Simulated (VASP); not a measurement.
# Sc3Al (Pm-3m) in VASP: single point with r2SCAN

Aim: the single point of Sc3Al with r2SCAN.

Program: VASP 6.6.1. These are calculated values, not measurements. Logs are shortened: lines on timing, memory, paths and dates and some standing lists are left out, and cuts for length are marked.

## 1. The cell of the first run

It takes space group Pm-3m (No. 221, cubic). The conventional cell has a = 4.328 Å, b = 4.328 Å, c = 4.328 Å, α = 90.00°, β = 90.00°, γ = 90.00°. Sc (site symmetry 4/mmm) has 8 Sc at 3.06 Å and 4 Al at 3.06 Å within 4.0 Å. Within 4.0 Å of Al (site symmetry m-3m) lie 12 Sc at 3.06 Å.

## 2. Single point, r2SCAN (functional r2SCAN, strained)

The input, POSCAR:

```
Sc3Al
1.0
    4.3283236281      0.0000000000      0.0000000000
    0.0000000000      4.3283236281      0.0000000000
    0.0000000000      0.0000000000      4.3283236281
Sc Al
3 1
Direct
    0.5000000000      0.0000000000      0.5000000000
    0.0000000000      0.5000000000      0.5000000000
    0.5000000000      0.5000000000      0.0000000000
    0.0000000000      0.0000000000      0.0000000000
```

The input, INCAR.step1:

```
PREC     = Accurate       # precision mode
ENCUT    = 520            # plane-wave cutoff, eV
ISMEAR   = 0              # smearing method
SIGMA    = 0.1            # smearing width, eV
LREAL    = F              # projectors in reciprocal space
LASPH    = T              # aspherical terms in the spheres
NELM     = 100            # most SCF steps
NBANDS   = 26             # bands
GGA      = PE             # functional
ALGO     = Normal         # electronic algorithm
EDIFF    = 1E-4           # SCF threshold, eV
LWAVE    = T              # write WAVECAR
LCHARG   = F              # write CHGCAR
```

The input, INCAR.step2:

```
PREC     = Accurate       # precision mode
ENCUT    = 520            # plane-wave cutoff, eV
EDIFF    = 1E-6           # SCF threshold, eV
ISMEAR   = 0              # smearing method
SIGMA    = 0.1            # smearing width, eV
LREAL    = F              # projectors in reciprocal space
LASPH    = T              # aspherical terms in the spheres
NELM     = 100            # most SCF steps
ALGO     = Normal         # electronic algorithm
ISIF     = 2              # what is computed and relaxed
LWAVE    = F              # write WAVECAR
LCHARG   = F              # write CHGCAR
METAGGA  = R2SCAN         # meta-GGA
LMIXTAU  = T            
NBANDS   = 26             # bands
ISTART   = 1
```

The input, KPOINTS:

```
Automatic mesh
0
Gamma
  10 10 10
```

Potentials or basis: VASP PAW PBE potentials, release 64 (Sc_sv, Al).

Run with:

```bash
cat potpaw_PBE.64/Sc_sv/POTCAR potpaw_PBE.64/Al/POTCAR > POTCAR
cp INCAR.step1 INCAR
mpirun -np 1 vasp_std > vasp.out
cp INCAR.step2 INCAR
mpirun -np 1 vasp_std > vasp.out
```

OUTCAR:

```text
PREC = Accurate
   ENCUT = 520
   EDIFF = 1E-6
   ISMEAR = 0
   LREAL = F
   LASPH = T
   NELM = 100
   ISIF = 2
   METAGGA = R2SCAN
   ISTART = 1

 ion  position               nearest neighbor table
   1  0.500  0.000  0.500-   2 3.06   3 3.06   4 3.06   3 3.06   4 3.06   2 3.06   3 3.06   3 3.06
                             2 3.06   4 3.06   4 3.06   2 3.06
   2  0.000  0.500  0.500-   1 3.06   3 3.06   4 3.06   3 3.06   4 3.06   1 3.06   4 3.06   4 3.06
                             1 3.06   3 3.06   3 3.06   1 3.06
   3  0.500  0.500  0.000-   1 3.06   2 3.06   4 3.06   1 3.06   2 3.06   1 3.06   4 3.06   1 3.06
                             2 3.06   4 3.06   2 3.06   4 3.06
   4  0.000  0.000  0.000-   1 3.06   2 3.06   3 3.06   1 3.06   2 3.06   2 3.06   3 3.06   2 3.06
                             1 3.06   3 3.06   1 3.06   3 3.06

  LATTYP: Found a simple cubic cell.
 ALAT       =     4.3283236281

  Lattice vectors:

 A1 = (   4.3283236281,   0.0000000000,   0.0000000000)
 A2 = (   0.0000000000,   4.3283236281,   0.0000000000)
 A3 = (   0.0000000000,   0.0000000000,   4.3283236281)

Analysis of symmetry for initial positions (statically):
=====================================================================
 Subroutine PRICEL returns:
 Original cell was already a primitive cell.

 Routine SETGRP: Setting up the symmetry group for a
 simple cubic supercell.

 Subroutine GETGRP returns: Found 48 space group operations
 (whereof 48 operations were pure point group operations)
 out of a pool of 48 trial point group operations.

The static configuration has the point symmetry O_h .

Analysis of symmetry for dynamics (positions and initial velocities):
=====================================================================
 Subroutine PRICEL returns:
 Original cell was already a primitive cell.

 Routine SETGRP: Setting up the symmetry group for a
 simple cubic supercell.

 Subroutine GETGRP returns: Found 48 space group operations
 (whereof 48 operations were pure point group operations)
 out of a pool of 48 trial point group operations.

The dynamic configuration has the point symmetry O_h .

 Subroutine INISYM returns: Found 48 space group operations
 (whereof 48 operations are pure point group operations),
 and found     1 'primitive' translations

----------------------------------------------------------------------------------------

                                     Primitive cell

  volume of cell :      81.0885

  direct lattice vectors                    reciprocal lattice vectors
     4.328323628  0.000000000  0.000000000     0.231036329  0.000000000  0.000000000
     0.000000000  4.328323628  0.000000000     0.000000000  0.231036329  0.000000000
     0.000000000  0.000000000  4.328323628     0.000000000  0.000000000  0.231036329

  length of vectors
     4.328323628  4.328323628  4.328323628     0.231036329  0.231036329  0.231036329

  position of ions in fractional coordinates (direct lattice)
     0.500000000  0.000000000  0.500000000
     0.000000000  0.500000000  0.500000000
     0.500000000  0.500000000  0.000000000
     0.000000000  0.000000000  0.000000000

  ion indices of the primitive-cell ions
   primitive index   ion index
                 1           1
                 2           2
                 3           3
                 4           4

----------------------------------------------------------------------------------------

 KPOINTS: Automatic mesh

Automatic generation of k-mesh.
 Grid dimensions read from file:
 generate k-points for:   10   10   10

 Generating k-lattice:

  Cartesian coordinates                     Fractional coordinates (reciprocal lattice)
     0.023103633  0.000000000  0.000000000     0.100000000  0.000000000  0.000000000
     0.000000000  0.023103633  0.000000000     0.000000000  0.100000000  0.000000000
     0.000000000  0.000000000  0.023103633     0.000000000  0.000000000  0.100000000

  Length of vectors
     0.023103633  0.023103633  0.023103633

  Shift w.r.t. Gamma in fractional coordinates (k-lattice)
     0.000000000  0.000000000  0.000000000

 Subroutine IBZKPT returns following result:
 ===========================================

 Found     56 irreducible k-points:

 Following reciprocal coordinates:
            Coordinates               Weight
  0.000000  0.000000  0.000000      1.000000
  0.100000  0.000000  0.000000      6.000000
  0.200000  0.000000  0.000000      6.000000
  0.300000  0.000000  0.000000      6.000000
  0.400000  0.000000  0.000000      6.000000
  0.500000  0.000000  0.000000      3.000000
[... 16 lines left out ...]
  0.200000  0.100000  0.100000     24.000000
  0.300000  0.100000  0.100000     24.000000
 [... further k-points ...]
   k-points           NKPTS =     56   k-points in BZ     NKDIM =     56   number of bands    NBANDS=     26
   number of dos      NEDOS =    301   number of ions     NIONS =      4
   total plane-waves  NPLWV =  32768
   dimension x,y,z NGX =    32 NGY =   32 NGZ =   32
   dimension x,y,z NGXF=    64 NGYF=   64 NGZF=   64
   ions per type =               3   1
   NGX,Y,Z   is equivalent  to a cutoff of  12.29, 12.29, 12.29 a.u.
   NGXF,Y,Z  is equivalent  to a cutoff of  24.58, 24.58, 24.58 a.u.
 SYSTEM =  unknown system
   PREC   = accura    normal or accurate (medium, high low for compatibility)
   ISTART =      1    job   : 0-new  1-cont  2-samecut
   ICHARG =      0    charge: 1-file 2-atom 10-const
   ISPIN  =      1    spin polarized calculation?
   LNONCOLLINEAR =      F non collinear calculations
   LSORBIT =      F    spin-orbit coupling
   LASPH  =      T    aspherical Exc in radial PAW
   ENCUT  =  520.0 eV  38.22 Ry    6.18 a.u.   8.05  8.05  8.05*2*pi/ulx,y,z
   NELM   =    100;   NELMIN=  2; NELMDL=  0     # of ELM steps
   EDIFF  = 0.1E-05   stopping-criterion for ELM
   LREAL  =      F    real-space projection
   EDIFFG = 0.1E-04   stopping-criterion for IOM
   NSW    =      0    number of steps for IOM
   IBRION =     -1    ionic relax: 0-MD 1-quasi-New 2-CG
   NFREE  =      0    steps in history (QN), initial steepest desc. (CG)
   ISIF   =      2    stress and relaxation
   ISYM   =      2    0-nonsym 1-usesym 2-fastsym
   POTIM  = 0.5000    time-step for ionic-motion
   TEBEG  =    0.0;   TEEND  =   0.0 temperature during run
   PSTRESS=    0.0 pullay stress
   NELECT =      36.0000    total number of electrons
   NUPDOWN=      -1.0000    fix difference up-down
   EMIN   =  10.00;   EMAX   =-10.00  energy-range for DOS
   EFERMI =   0.00;   METHOD = LEGACY
   ISMEAR =     0;   SIGMA  =   0.10  broadening in eV -4-tet -1-fermi 0-gaus
   EFERMI_NEDOS =   21; number of points for ismear=-14 and -15
   IALGO  =     38    algorithm
   IMIX   =      4    mixing-type and parameters
     AMIX     =   0.40;   BMIX     =  1.00
     AMIX_MAG =   1.60;   BMIX_MAG =  1.00
  volume/ion in A,a.u.               =      20.27       136.80
  Fermi-wavevector in a.u.,A,eV,Ry     =   1.248885  2.360051 21.221209  1.559715
  Thomas-Fermi vector in A             =   2.382951
   LORBIT       =      0    0 simple, 1 ext, 2 COOP (PROOUT), +10 PAW based schemes
   METAGGA = R2SCAN    functional components
   LHFCALC =     F    Hartree Fock is set to
   AEXX    =    0.0000 exact exchange contribution
   IVDW    =     0    specifies the selected vdW correction
   LEPSILON=     F    determine dielectric tensor
   LRPA    =     F    only Hartree local field effects (RPA)
 non-spin polarized calculation
 Gauss-broadening in eV      SIGMA  =   0.10
  energy-cutoff  :      520.00
  volume of cell :       81.09
 maximum number of plane-waves:      2272
   NGX = 17   NGY = 17   NGZ = 17

 number of electron      35.9999998 magnetization

 Free energy of the ion-electron system (eV)
  ---------------------------------------------------
  ext. energy  EPLUGINS =         0.00000000
  ---------------------------------------------------
  free energy    TOTEN  =       -41.78411931 eV

  energy without entropy =      -41.75926655  energy(sigma->0) =      -41.77169293

 E-fermi :   5.3165     XC(G=0): -11.1128

 val. band max:        5.3052032572   @ k =   0.4000   0.3000   0.1000
 cond. band min:       5.3383235448   @ k =   0.4000   0.1000   0.0000
 fundamental gap:      0.0331202877
 Fermi energy:         5.3164671642

 k-point     1 :       0.0000    0.0000    0.0000
  band No.  band energies     occupation
      1     -46.1294      2.00000
      2     -45.9941      2.00000
      3     -45.9941      2.00000
      4     -24.0254      2.00000
      5     -24.0254      2.00000
      6     -24.0254      2.00000
[... 18 lines left out ...]
     25       7.9551      0.00000
     26       9.2735      0.00000

 k-point     2 :       0.1000    0.0000    0.0000
  band No.  band energies     occupation
      1     -46.1265      2.00000
      2     -45.9971      2.00000
      3     -45.9941      2.00000
      4     -24.0183      2.00000
      5     -24.0183      2.00000
      6     -24.0150      2.00000
[... 18 lines left out ...]
     25       8.0755      0.00000
     26       9.1583      0.00000

 k-point     3 :       0.2000    0.0000    0.0000
  band No.  band energies     occupation
      1     -46.1180      2.00000
      2     -46.0054      2.00000
      3     -45.9940      2.00000
      4     -23.9985      2.00000
      5     -23.9985      2.00000
      6     -23.9841      2.00000
[... 18 lines left out ...]
     25       8.3025      0.00000
     26       8.8175      0.00000

 k-point     4 :       0.3000    0.0000    0.0000
  band No.  band energies     occupation
      1     -46.1054      2.00000
      2     -46.0179      2.00000
      3     -45.9939      2.00000
      4     -23.9704      2.00000
      5     -23.9704      2.00000
      6     -23.9347      2.00000
[... 18 lines left out ...]
     25       8.3349      0.00000
     26       8.3349      0.00000
[... 496 lines left out ...]
      1     -46.1207      2.00000
      2     -45.9984      2.00000
      3     -45.9984      2.00000
      4     -24.0330      2.00000
      5     -23.9862      2.00000
      6     -23.9862      2.00000
[... 18 lines left out ...]
     25       8.0963      0.00000
     26       9.0870      0.00000

 k-point    23 :       0.2000    0.1000    0.1000
  band No.  band energies     occupation
      1     -46.1126      2.00000
      2     -46.0064      2.00000
      3     -45.9983      2.00000
      4     -24.0299      2.00000
      5     -23.9673      2.00000
      6     -23.9438      2.00000
[... 18 lines left out ...]
     25       8.2694      0.00000
     26       8.7641      0.00000

 k-point    24 :       0.3000    0.1000    0.1000
  band No.  band energies     occupation
      1     -46.1005      2.00000
      2     -46.0184      2.00000
      3     -45.9981      2.00000
      4     -24.0114      2.00000
      5     -23.9394      2.00000
      6     -23.8955      2.00000
[... 18 lines left out ...]
     25       8.2398      0.00000
     26       8.6114      0.00000

 [... further k-points ...]

------------------------ aborting loop because EDIFF is reached ----------------------------------------

  FORCE on cell =-STRESS in cart. coord.  units (eV):
  Direction    XX          YY          ZZ          XY          YZ          ZX
  --------------------------------------------------------------------------------------
  -------------------------------------------------------------------------------------
  Total        2.6329379      2.6329379      2.6329379     -0.0000000     -0.0000000     -0.0000000
  in kB       52.0225959     52.0225959     52.0225959     -0.0000000     -0.0000000     -0.0000000
  external PRESSURE =      52.0225959 kB  Pullay stress =       0.0000000 kB

 VOLUME and BASIS-vectors are now :
 -----------------------------------------------------------------------------
  energy-cutoff  :      520.00
  volume of cell :       81.09
      direct lattice vectors                 reciprocal lattice vectors
     4.328323628  0.000000000  0.000000000     0.231036329  0.000000000  0.000000000
     0.000000000  4.328323628  0.000000000     0.000000000  0.231036329  0.000000000
     0.000000000  0.000000000  4.328323628     0.000000000  0.000000000  0.231036329

 POSITION                                       TOTAL-FORCE (eV/Angst)
 -----------------------------------------------------------------------------------
      2.16416      0.00000      2.16416         0.000000      0.000000      0.000000
      0.00000      2.16416      2.16416         0.000000      0.000000      0.000000
      2.16416      2.16416      0.00000         0.000000      0.000000      0.000000
      0.00000      0.00000      0.00000         0.000000      0.000000      0.000000
 -----------------------------------------------------------------------------------
    total drift:                                0.000000     -0.000000     -0.000000

  FREE ENERGIE OF THE ION-ELECTRON SYSTEM (eV)
  ---------------------------------------------------
  free  energy   TOTEN  =       -41.7841193148 eV

  energy  without entropy=      -41.7592665494  energy(sigma->0) =      -41.77169293
```

Wall time 3.8 min (1 thread of Intel Xeon Platinum 8488C (Sapphire Rapids), shared host); peak memory 0.25 GiB.

What came out:

```yaml
Free_energy: -41.7841 eV
Pressure: 5.2 GPa
Band_gap_on_the_k_mesh: zero (band 18 reaches 5.55 eV, above the bottom of band 19 at 3.91 eV)
```

Caveat: the cell differs from its parent crystal (functional r2SCAN, strained); the PAW data sets were made with another functional, which shifts forces and pressure a little.
